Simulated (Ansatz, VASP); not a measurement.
## One calculation of BeTe, two programs

```
CELL_PARAMETERS angstrom
0.00000 2.82862 2.82862
2.69228 0.00000 2.82862
2.69228 2.82862 0.00000
ATOMIC_POSITIONS crystal
Be 0.00000 0.00000 0.00000
Te 0.25000 0.25000 0.25000
```

Change from the starting cell: uniaxial_x strain -4.8%.

Alike in both runs: task single point; functional r2SCAN; k mesh 8 × 8 × 8; no spin polarisation.

|  | VASP | Ansatz |
| --- | --- | --- |
| version | VASP 6.6.1 | Ansatz 0.2.0 |
| potentials or method | VASP PAW PBE potentials, release 64 (Be, Te) | plane waves, PAW |
| plane-wave cutoff (eV) | 520 | 500 |
| occupations | gaussian, width 0.01 eV | fixed |
| valence electrons in the cell | 8 | 18 |

Ansatz gave:

```
gap on the k mesh at the Fermi level (eV)                     : 1.84
pressure (GPa)                                                : 3.2
traceless stress, the component that is largest in VASP (GPa) : 1.95
```

Task: Which values does VASP return?

Result: gap on the k mesh at the Fermi level (eV): 1.84; pressure (GPa): 3.4; traceless stress, the component that is largest in VASP (GPa): 1.94.

VASP's potentials were made for PBE, not for r2SCAN. VASP's potentials hold 8 valence electrons a cell and Ansatz's 18, so a difference there can come from the potentials and not from the codes.

Neither program's run includes spin-orbit coupling.
